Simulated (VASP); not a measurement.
# RbBr (Fm-3m) in VASP: notebook

Runs on RbBr. Level: r2SCAN. Tasks: single point.

Program: VASP 6.6.1. These are calculated values, not measurements. Logs are shortened: lines on timing, memory, paths and dates and some standing lists are left out, and cuts for length are marked.

## (1) The cell of the first run

The structure is cubic, space group Fm-3m (No. 225). Conventional cell: a = 6.761 Å, b = 6.761 Å, c = 6.761 Å, α = 90.00°, β = 90.00°, γ = 90.00°. Rb (site symmetry m-3m) has 6 Br at 3.38 Å within 4.4 Å. Within 4.4 Å of Br (site symmetry m-3m) lie 6 Rb at 3.38 Å.

## (2) Single point, r2SCAN

POSCAR

```
RbBr
1.0
    0.0000000000      3.3806835115      3.3806835115
    3.3806835115      0.0000000000      3.3806835115
    3.3806835115      3.3806835115      0.0000000000
Rb Br
1 1
Direct
    0.0000000000      0.0000000000      0.0000000000
    0.5000000000      0.5000000000      0.5000000000
```

INCAR.step1

```
SYSTEM = RbBr
  ALGO = Normal
  EDIFF = 1E-4
  ENCUT = 520
  GGA = PE
  ISMEAR = -1
  LASPH = .True.
  LCHARG = .False.
  LREAL = .False.
  LWAVE = .True.
  NBANDS = 15
  NELM = 60
  PREC = Accurate
  SIGMA = 0.05
```

INCAR.step2

```
SYSTEM = RbBr
  ALGO = Normal
  EDIFF = 1E-6
  ENCUT = 520
  ISIF = 2
  ISMEAR = -1
  ISTART = 1
  LASPH = .True.
  LCHARG = .False.
  LMIXTAU = .True.
  LREAL = .False.
  LWAVE = .False.
  METAGGA = R2SCAN
  NBANDS = 15
  NELM = 60
  PREC = Accurate
  SIGMA = 0.05
```

KPOINTS

```
k-points
0
Gamma
  7 7 7
  0 0 0
```

Potentials or basis: VASP PAW PBE potentials, release 64 (Rb_sv, Br).

Command:

```console
$ cat potpaw_PBE.64/Rb_sv/POTCAR potpaw_PBE.64/Br/POTCAR > POTCAR
$ cp INCAR.step1 INCAR
$ mpirun -np 1 vasp_std > vasp.out
$ cp INCAR.step2 INCAR
$ mpirun -np 1 vasp_std > vasp.out
```

OUTCAR:

```text
SYSTEM = RbBr
   EDIFF = 1E-6
   ENCUT = 520
   ISIF = 2
   ISMEAR = -1
   ISTART = 1
   LASPH = .True.
   LREAL = .False.
   METAGGA = R2SCAN
   NELM = 60
   PREC = Accurate

 ion  position               nearest neighbor table
   1  0.000  0.000  0.000-   2 3.38   2 3.38   2 3.38   2 3.38   2 3.38   2 3.38
   2  0.500  0.500  0.500-   1 3.38   1 3.38   1 3.38   1 3.38   1 3.38   1 3.38

  LATTYP: Found a face centered cubic cell.
 ALAT       =     6.7613670230

  Lattice vectors:

 A1 = (   0.0000000000,   3.3806835115,   3.3806835115)
 A2 = (   3.3806835115,   0.0000000000,   3.3806835115)
 A3 = (   3.3806835115,   3.3806835115,   0.0000000000)

Analysis of symmetry for initial positions (statically):
=====================================================================
 Subroutine PRICEL returns:
 Original cell was already a primitive cell.

 Routine SETGRP: Setting up the symmetry group for a
 face centered cubic supercell.

 Subroutine GETGRP returns: Found 48 space group operations
 (whereof 48 operations were pure point group operations)
 out of a pool of 48 trial point group operations.

The static configuration has the point symmetry O_h .

Analysis of symmetry for dynamics (positions and initial velocities):
=====================================================================
 Subroutine PRICEL returns:
 Original cell was already a primitive cell.

 Routine SETGRP: Setting up the symmetry group for a
 face centered cubic supercell.

 Subroutine GETGRP returns: Found 48 space group operations
 (whereof 48 operations were pure point group operations)
 out of a pool of 48 trial point group operations.

The dynamic configuration has the point symmetry O_h .

 Subroutine INISYM returns: Found 48 space group operations
 (whereof 48 operations are pure point group operations),
 and found     1 'primitive' translations

----------------------------------------------------------------------------------------

                                     Primitive cell

  volume of cell :      77.2758

  direct lattice vectors                    reciprocal lattice vectors
     0.000000000  3.380683512  3.380683512    -0.147899086  0.147899086  0.147899086
     3.380683512  0.000000000  3.380683512     0.147899086 -0.147899086  0.147899086
     3.380683512  3.380683512  0.000000000     0.147899086  0.147899086 -0.147899086

  length of vectors
     4.781008472  4.781008472  4.781008472     0.256168731  0.256168731  0.256168731

  position of ions in fractional coordinates (direct lattice)
     0.000000000  0.000000000  0.000000000
     0.500000000  0.500000000  0.500000000

  ion indices of the primitive-cell ions
   primitive index   ion index
                 1           1
                 2           2

----------------------------------------------------------------------------------------

 KPOINTS: k-points

Automatic generation of k-mesh.
 Grid dimensions read from file:
 generate k-points for:    7    7    7

 Generating k-lattice:

  Cartesian coordinates                     Fractional coordinates (reciprocal lattice)
    -0.021128441  0.021128441  0.021128441     0.142857143  0.000000000  0.000000000
     0.021128441 -0.021128441  0.021128441     0.000000000  0.142857143  0.000000000
     0.021128441  0.021128441 -0.021128441     0.000000000  0.000000000  0.142857143

  Length of vectors
     0.036595533  0.036595533  0.036595533

  Shift w.r.t. Gamma in fractional coordinates (k-lattice)
     0.000000000  0.000000000  0.000000000

 Subroutine IBZKPT returns following result:
 ===========================================

 Found     20 irreducible k-points:

 Following reciprocal coordinates:
            Coordinates               Weight
  0.000000  0.000000  0.000000      1.000000
  0.142857  0.000000  0.000000      8.000000
  0.285714  0.000000  0.000000      8.000000
  0.428571  0.000000  0.000000      8.000000
  0.142857  0.142857  0.000000      6.000000
  0.285714  0.142857  0.000000     24.000000
[... 12 lines left out ...]
 -0.428571  0.428571  0.142857     24.000000
 -0.285714  0.428571  0.142857     24.000000
   k-points           NKPTS =     20   k-points in BZ     NKDIM =     20   number of bands    NBANDS=     15
   number of dos      NEDOS =    301   number of ions     NIONS =      2
   total plane-waves  NPLWV =  46656
   dimension x,y,z NGX =    36 NGY =   36 NGZ =   36
   dimension x,y,z NGXF=    72 NGYF=   72 NGZF=   72
   ions per type =               1   1
   NGX,Y,Z   is equivalent  to a cutoff of  12.52, 12.52, 12.52 a.u.
   NGXF,Y,Z  is equivalent  to a cutoff of  25.04, 25.04, 25.04 a.u.
 SYSTEM =  RbBr
   PREC   = accura    normal or accurate (medium, high low for compatibility)
   ISTART =      1    job   : 0-new  1-cont  2-samecut
   ICHARG =      0    charge: 1-file 2-atom 10-const
   ISPIN  =      1    spin polarized calculation?
   LNONCOLLINEAR =      F non collinear calculations
   LSORBIT =      F    spin-orbit coupling
   LASPH  =      T    aspherical Exc in radial PAW
   ENCUT  =  520.0 eV  38.22 Ry    6.18 a.u.   8.89  8.89  8.89*2*pi/ulx,y,z
   NELM   =     60;   NELMIN=  2; NELMDL=  0     # of ELM steps
   EDIFF  = 0.1E-05   stopping-criterion for ELM
   LREAL  =      F    real-space projection
   EDIFFG = 0.1E-04   stopping-criterion for IOM
   NSW    =      0    number of steps for IOM
   IBRION =     -1    ionic relax: 0-MD 1-quasi-New 2-CG
   NFREE  =      0    steps in history (QN), initial steepest desc. (CG)
   ISIF   =      2    stress and relaxation
   ISYM   =      2    0-nonsym 1-usesym 2-fastsym
   POTIM  = 0.5000    time-step for ionic-motion
   TEBEG  =    0.0;   TEEND  =   0.0 temperature during run
   PSTRESS=    0.0 pullay stress
   NELECT =      16.0000    total number of electrons
   NUPDOWN=      -1.0000    fix difference up-down
   EMIN   =  10.00;   EMAX   =-10.00  energy-range for DOS
   EFERMI =   0.00;   METHOD = LEGACY
   ISMEAR =    -1;   SIGMA  =   0.05  broadening in eV -4-tet -1-fermi 0-gaus
   EFERMI_NEDOS =   21; number of points for ismear=-14 and -15
   IALGO  =     38    algorithm
   IMIX   =      4    mixing-type and parameters
     AMIX     =   0.40;   BMIX     =  1.00
     AMIX_MAG =   1.60;   BMIX_MAG =  1.00
  volume/ion in A,a.u.               =      38.64       260.74
  Fermi-wavevector in a.u.,A,eV,Ry     =   0.968502  1.830203 12.762200  0.937995
  Thomas-Fermi vector in A             =   2.098476
   LORBIT       =      0    0 simple, 1 ext, 2 COOP (PROOUT), +10 PAW based schemes
   METAGGA = R2SCAN    functional components
   LHFCALC =     F    Hartree Fock is set to
   AEXX    =    0.0000 exact exchange contribution
   IVDW    =     0    specifies the selected vdW correction
   LEPSILON=     F    determine dielectric tensor
   LRPA    =     F    only Hartree local field effects (RPA)
 non-spin polarized calculation
  energy-cutoff  :      520.00
  volume of cell :       77.28
 maximum number of plane-waves:      2102
   NGX = 17   NGY = 17   NGZ = 17

 number of electron      16.0000003 magnetization

 Free energy of the ion-electron system (eV)
  ---------------------------------------------------
  ext. energy  EPLUGINS =         0.00000000
  ---------------------------------------------------
  free energy    TOTEN  =       -31.13444277 eV

  energy without entropy =      -31.13444277  energy(sigma->0) =      -31.13444277

 E-fermi :  -0.9272     XC(G=0):  -7.8093

 val. band max:       -1.9991941040   @ k =   0.0000   0.0000   0.0000
 cond. band min:       3.0809172307   @ k =   0.0000   0.0000   0.0000
 fundamental gap:      5.0801113347
 Fermi energy:        -0.9272171866

 k-point     1 :       0.0000    0.0000    0.0000
  band No.  band energies     occupation
      1     -27.0711      2.00000
      2     -14.6558      2.00000
      3     -10.6038      2.00000
      4     -10.6038      2.00000
      5     -10.6038      2.00000
      6      -1.9992      2.00000
      7      -1.9992      2.00000
      8      -1.9992      2.00000
      9       3.0809      0.00000
     10       5.8842      0.00000
     11       5.8842      0.00000
     12       5.8842      0.00000
     13       6.9846      0.00000
     14       6.9846      0.00000
     15       9.4422      0.00000

 k-point     2 :       0.1429    0.0000    0.0000
  band No.  band energies     occupation
      1     -27.0688      2.00000
      2     -14.6660      2.00000
      3     -10.6050      2.00000
      4     -10.6050      2.00000
      5     -10.5909      2.00000
      6      -2.2411      2.00000
      7      -2.0774      2.00000
      8      -2.0774      2.00000
      9       3.5800      0.00000
     10       5.7322      0.00000
     11       6.1470      0.00000
     12       6.1470      0.00000
     13       7.3159      0.00000
     14       7.3159      0.00000
     15      10.2894      0.00000

 k-point     3 :       0.2857    0.0000    0.0000
  band No.  band energies     occupation
      1     -27.0636      2.00000
      2     -14.6888      2.00000
      3     -10.6077      2.00000
      4     -10.6077      2.00000
      5     -10.5621      2.00000
      6      -2.6947      2.00000
      7      -2.2436      2.00000
      8      -2.2436      2.00000
      9       4.6406      0.00000
     10       5.7689      0.00000
     11       6.8965      0.00000
     12       6.8965      0.00000
     13       8.1936      0.00000
     14       8.1936      0.00000
     15      11.1078      0.00000
[... 271 lines left out ...]
 k-point    19 :      -0.4286    0.4286    0.1429
  band No.  band energies     occupation
      1     -27.0560      2.00000
      2     -14.6250      2.00000
      3     -10.7640      2.00000
      4     -10.7078      2.00000
      5     -10.6171      2.00000
      6      -2.5355      2.00000
      7      -2.3468      2.00000
      8      -2.2403      2.00000
      9       4.6322      0.00000
     10       6.2951      0.00000
     11       7.2739      0.00000
     12       8.3332      0.00000
     13       8.7051      0.00000
     14       9.4958      0.00000
     15      10.1076      0.00000

 k-point    20 :      -0.2857    0.4286    0.1429
  band No.  band energies     occupation
      1     -27.0556      2.00000
      2     -14.6346      2.00000
      3     -10.7616      2.00000
      4     -10.7140      2.00000
      5     -10.5832      2.00000
      6      -2.5674      2.00000
      7      -2.3851      2.00000
      8      -2.3293      2.00000
      9       5.2983      0.00000
     10       6.0440      0.00000
     11       7.3877      0.00000
     12       7.6678      0.00000
     13       9.2818      0.00000
     14       9.6365      0.00000
     15      10.5191      0.00000

------------------------ aborting loop because EDIFF is reached ----------------------------------------

  FORCE on cell =-STRESS in cart. coord.  units (eV):
  Direction    XX          YY          ZZ          XY          YZ          ZX
  --------------------------------------------------------------------------------------
  -------------------------------------------------------------------------------------
  Total        0.5795098      0.5795098      0.5795098     -0.0000000     -0.0000000      0.0000000
  in kB       12.0151112     12.0151112     12.0151112     -0.0000000     -0.0000000      0.0000000
  external PRESSURE =      12.0151112 kB  Pullay stress =       0.0000000 kB

 VOLUME and BASIS-vectors are now :
 -----------------------------------------------------------------------------
  energy-cutoff  :      520.00
  volume of cell :       77.28
      direct lattice vectors                 reciprocal lattice vectors
     0.000000000  3.380683512  3.380683512    -0.147899086  0.147899086  0.147899086
     3.380683512  0.000000000  3.380683512     0.147899086 -0.147899086  0.147899086
     3.380683512  3.380683512  0.000000000     0.147899086  0.147899086 -0.147899086

 POSITION                                       TOTAL-FORCE (eV/Angst)
 -----------------------------------------------------------------------------------
      0.00000      0.00000      0.00000         0.000000      0.000000      0.000000
      3.38068      3.38068      3.38068        -0.000000     -0.000000     -0.000000
 -----------------------------------------------------------------------------------
    total drift:                                0.000000      0.000000      0.000000

  FREE ENERGIE OF THE ION-ELECTRON SYSTEM (eV)
  ---------------------------------------------------
  free  energy   TOTEN  =       -31.1344427688 eV

  energy  without entropy=      -31.1344427687  energy(sigma->0) =      -31.13444277
```

Wall time 2.2 min (1 thread of Intel Xeon 8259CL, shared host); peak memory 0.22 GiB.

Results:

```
Free energy            : -31.1344 eV
Pressure               : 1.2 GPa
Band gap on the k mesh : 5.08 eV
```

Caveat: the PAW data sets were made with another functional, which shifts forces and pressure a little; an odd mesh through Γ misses points on the zone boundary, where band edges can lie. r2SCAN opens gaps a little over a GGA but as a rule still falls short of measured ones.

## (3) Single point, r2SCAN

This run uses another cell than the first one, of 39.44 Å³/atom.

POSCAR

```
RbBr
1.0
    0.0000000000      3.4039993070      3.4039993070
    3.4039993070      0.0000000000      3.4039993070
    3.4039993070      3.4039993070      0.0000000000
Rb Br
1 1
Direct
    0.0000000000      0.0000000000      0.0000000000
    0.5000000000      0.5000000000      0.5000000000
```

INCAR.step1

```
SYSTEM = RbBr
PREC     = Accurate       ! precision mode
ENCUT    = 520            ! plane-wave cutoff, eV
ISMEAR   = -1             ! smearing method
SIGMA    = 0.05           ! smearing width, eV
LREAL    = .FALSE.        ! projectors in reciprocal space
LASPH    = .TRUE.         ! aspherical terms in the spheres
NELM     = 80             ! most SCF steps
NBANDS   = 15             ! bands
GGA      = PE             ! functional
ALGO     = Normal         ! electronic algorithm
EDIFF    = 1E-4           ! SCF threshold, eV
LWAVE    = .TRUE.         ! write WAVECAR
LCHARG   = .FALSE.        ! write CHGCAR
```

INCAR.step2

```
SYSTEM = RbBr
PREC     = Accurate       ! precision mode
ENCUT    = 520            ! plane-wave cutoff, eV
EDIFF    = 1E-6           ! SCF threshold, eV
ISMEAR   = -1             ! smearing method
SIGMA    = 0.05           ! smearing width, eV
LREAL    = .FALSE.        ! projectors in reciprocal space
LASPH    = .TRUE.         ! aspherical terms in the spheres
NELM     = 80             ! most SCF steps
ALGO     = Normal         ! electronic algorithm
ISIF     = 2              ! what is computed and relaxed
LWAVE    = .FALSE.        ! write WAVECAR
LCHARG   = .FALSE.        ! write CHGCAR
METAGGA  = R2SCAN         ! meta-GGA
LMIXTAU  = .TRUE.       
NBANDS   = 15             ! bands
ISTART   = 1
```

KPOINTS

```
regular mesh
0
G
  7 7 7
  0 0 0
```

Potentials or basis: VASP PAW PBE potentials, release 64 (Rb_sv, Br).

Command:

```console
$ cat potpaw_PBE.64/Rb_sv/POTCAR potpaw_PBE.64/Br/POTCAR > POTCAR
$ cp INCAR.step1 INCAR
$ mpirun -np 1 vasp_std > vasp.out
$ cp INCAR.step2 INCAR
$ mpirun -np 1 vasp_std > vasp.out
```

It took 2.2 min on 1 thread of Intel Xeon 8259CL, shared host; peak memory 0.22 GiB.

Results (log left out):

| Property | Result |
| --- | --- |
| Free energy | -31.1449 eV |
| Pressure | 0.8 GPa |
| Band gap on the k mesh | 5.02 eV |

Levels at points of the mesh, in eV from the valence-band top:
```
           k point  band 4  band 5  band 6  band 7  band 8  band 9  band 10  band 11  band 12  band 13
(0.00, 0.00, 0.00)   -8.64   -8.64    0.00    0.00    0.00    5.02     7.88     7.88     7.88     8.97
```

Caveat: the PAW data sets were made with another functional, which shifts forces and pressure a little; an odd mesh through Γ misses points on the zone boundary, where band edges can lie.

## (4) Single point, r2SCAN

This run uses another cell than the first one, of 40.25 Å³/atom.

POSCAR

```
RbBr
1.0
    0.0000000000      3.4270000000      3.4270000000
    3.4270000000      0.0000000000      3.4270000000
    3.4270000000      3.4270000000      0.0000000000
Rb Br
1 1
Direct
    0.0000000000      0.0000000000      0.0000000000
    0.5000000000      0.5000000000      0.5000000000
```

INCAR.step1

```
ALGO = Normal
EDIFF = 1E-4
ENCUT = 520
GGA = PE
ISMEAR = -1
LASPH = True
LCHARG = False
LREAL = False
LWAVE = True
NBANDS = 15
NELM = 60
PREC = Accurate
SIGMA = 0.05
```

INCAR.step2

```
ALGO = Normal
EDIFF = 1E-6
ENCUT = 520
ISIF = 2
ISMEAR = -1
ISTART = 1
LASPH = True
LCHARG = False
LMIXTAU = True
LREAL = False
LWAVE = False
METAGGA = R2SCAN
NBANDS = 15
NELM = 60
PREC = Accurate
SIGMA = 0.05
```

KPOINTS

```
k-points
0
Gamma
  7 7 7
```

Command:

```console
$ cat potpaw_PBE.64/Rb_sv/POTCAR potpaw_PBE.64/Br/POTCAR > POTCAR
$ cp INCAR.step1 INCAR
$ mpirun -np 1 vasp_std > vasp.out
$ cp INCAR.step2 INCAR
$ mpirun -np 1 vasp_std > vasp.out
```

Run time: 2.4 min. Hardware: 1 thread of Intel Xeon 8259CL, shared host; peak memory 0.22 GiB.

Results (log left out):

| Item | Value |
| --- | --- |
| Free energy | -31.1517 eV |
| Pressure | 0.5 GPa |
| Band gap on the k mesh | 4.97 eV |

Levels at points of the mesh, in eV from the valence-band top:
```tsv
k point	band 4	band 5	band 6	band 7	band 8	band 9	band 10	band 11	band 12	band 13
(0.00, 0.00, 0.00)	-8.68	-8.68	0.00	0.00	0.00	4.97	7.88	7.88	7.88	8.95
```

Caveat: the PAW data sets were made with another functional, which shifts forces and pressure a little; an odd mesh through Γ misses points on the zone boundary, where band edges can lie.

## (5) Single point, r2SCAN

This run uses another cell than the first one, of 41.05 Å³/atom.

POSCAR

```
RbBr
1.0
    0.0000000000      3.4496960257      3.4496960257
    3.4496960257      0.0000000000      3.4496960257
    3.4496960257      3.4496960257      0.0000000000
Rb Br
1 1
Direct
    0.0000000000      0.0000000000      0.0000000000
    0.5000000000      0.5000000000      0.5000000000
```

INCAR.step1

```
SYSTEM = RbBr
PREC = Accurate
ENCUT = 520
ISMEAR = -1
SIGMA = 0.05
LREAL = .False.
LASPH = .True.
NELM = 100
NBANDS = 15
GGA = PE
ALGO = Normal
EDIFF = 1E-4
LWAVE = .True.
LCHARG = .False.
```

INCAR.step2

```
SYSTEM = RbBr
PREC = Accurate
ENCUT = 520
EDIFF = 1E-6
ISMEAR = -1
SIGMA = 0.05
LREAL = .False.
LASPH = .True.
NELM = 100
ALGO = Normal
ISIF = 2
LWAVE = .False.
LCHARG = .False.
METAGGA = R2SCAN
LMIXTAU = .True.
NBANDS = 15
ISTART = 1
```

KPOINTS

```
Automatic mesh
0
Gamma
  7 7 7
  0 0 0
```

Command:

```console
$ cat potpaw_PBE.64/Rb_sv/POTCAR potpaw_PBE.64/Br/POTCAR > POTCAR
$ cp INCAR.step1 INCAR
$ mpirun -np 1 vasp_std > vasp.out
$ cp INCAR.step2 INCAR
$ mpirun -np 1 vasp_std > vasp.out
```

Run time: 2.4 min. Hardware: 1 thread of Intel Xeon 8259CL, shared host; peak memory 0.22 GiB.

Results (log left out):

* Free energy: -31.1551 eV
* Pressure: 0.2 GPa
* Band gap on the k mesh: 4.92 eV

Levels at points of the mesh, in eV from the valence-band top:
| k point | band 6 | band 7 | band 8 | band 9 | band 10 | band 11 |
| --- | --- | --- | --- | --- | --- | --- |
| (0.00, 0.00, 0.00) | 0.00 | 0.00 | 0.00 | 4.92 | 7.88 | 7.88 |

Caveat: the PAW data sets were made with another functional, which shifts forces and pressure a little; an odd mesh through Γ misses points on the zone boundary, where band edges can lie.

## (6) The runs side by side

| cell | gap on the mesh (eV) | pressure (GPa) |
| --- | --- | --- |
| a = 4.781 Å, angles 60.0°, 2 atoms | 5.08 | 1.2 |
| a = 4.814 Å, angles 60.0°, 2 atoms | 5.02 | 0.8 |
| a = 4.847 Å, angles 60.0°, 2 atoms | 4.97 | 0.5 |
| a = 4.879 Å, angles 60.0°, 2 atoms | 4.92 | 0.2 |

Alike in all rows: task single point; level r2SCAN; potentials or basis VASP PAW PBE potentials, release 64 (Rb_sv, Br); no spin polarisation; k mesh 7 × 7 × 7; cutoff (eV) 520; smearing fermi-dirac 0.05 eV.

Caveats: the PAW data sets were made with another functional, which shifts forces and pressure a little; an odd mesh through Γ misses points on the zone boundary, where band edges can lie.

Absolute energies hang on the potentials; compare differences alone.
